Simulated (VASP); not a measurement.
A run of VASP 6.6.1 is set up as follows.

INCAR

```
SYSTEM = Pb
PREC     = Accurate       ! precision mode
ENCUT    = 520            ! plane-wave cutoff, eV
EDIFF    = 1E-6           ! SCF threshold, eV
ISMEAR   = -1             ! smearing method
SIGMA    = 0.05           ! smearing width, eV
LREAL    = .False.        ! projectors in reciprocal space
LASPH    = .True.         ! aspherical terms in the spheres
NELM     = 100            ! most SCF steps
ALGO     = Normal         ! electronic algorithm
ISIF     = 2              ! what is computed and relaxed
LWAVE    = .False.        ! write WAVECAR
LCHARG   = .True.         ! write CHGCAR
LELF     = .True.         ! ELF
LVHAR    = .True.       
NBANDS   = 13             ! bands
```

Contents of KPOINTS:

```
Automatic mesh
0
Gamma
  16 16 16
  0 0 0
```

The input POSCAR:

```
Pb
1.0
    0.0000000000      2.0532857341      2.0532857341
    2.0532857341      0.0000000000      2.0532857341
    2.0532857341      2.0532857341      0.0000000000
Pb
1
Direct
    0.0000000000      0.0000000000      0.0000000000
```

Potentials or basis: VASP PAW LDA potentials, release 64 (Pb_d).

The run is started by

```console
$ cat potpaw_LDA.64/Pb_d/POTCAR > POTCAR
$ mpirun -np 1 vasp_std > vasp.out
```

Predict the pressure.

97.9 GPa.

Predict the band gap on the k mesh.

zero (band 7 reaches 24.70 eV, above the bottom of band 8 at 12.93 eV).

Caveat: spin-orbit coupling is left out, which moves the levels of the heavy elements.
